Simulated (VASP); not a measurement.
A run of VASP 6.6.1:

Contents of INCAR:

```
SYSTEM = Pd
  PREC = Accurate
  ENCUT = 520
  EDIFF = 1E-7
  ISMEAR = 0
  SIGMA = 0.2
  LREAL = .FALSE.
  LASPH = .TRUE.
  NELM = 60
  ALGO = Normal
  ISIF = 2
  LWAVE = .FALSE.
  LCHARG = .FALSE.
  GGA = CA
  NBANDS = 11
```

Contents of KPOINTS:

```
regular mesh
0
G
  12 12 6
  0 0 0
```

The input POSCAR:

```
Pd
1.0
    2.7938960000      0.0000000000      0.0000000000
   -1.3969480000      2.4195850000      0.0000000000
    0.0000000000      0.0000000000      4.5663710000
Pd
1
Direct
    0.3333333333      0.6666666667      0.0000000000
```

Potentials or basis: VASP PAW LDA potentials, release 64 (Pd).

The run is started by

```sh
$ cat potpaw_LDA.64/Pd/POTCAR > POTCAR
$ mpirun -np 1 vasp_std > vasp.out
```

Hardware: 1 thread of Intel Xeon 6975P-C (shared host).

Problem. How long does it take, and how much memory?

Solution. Wall time 18 s on 1 thread of Intel Xeon 6975P-C (shared host), peak memory 0.15 GiB. Counts: scf iterations 13, k points 76.
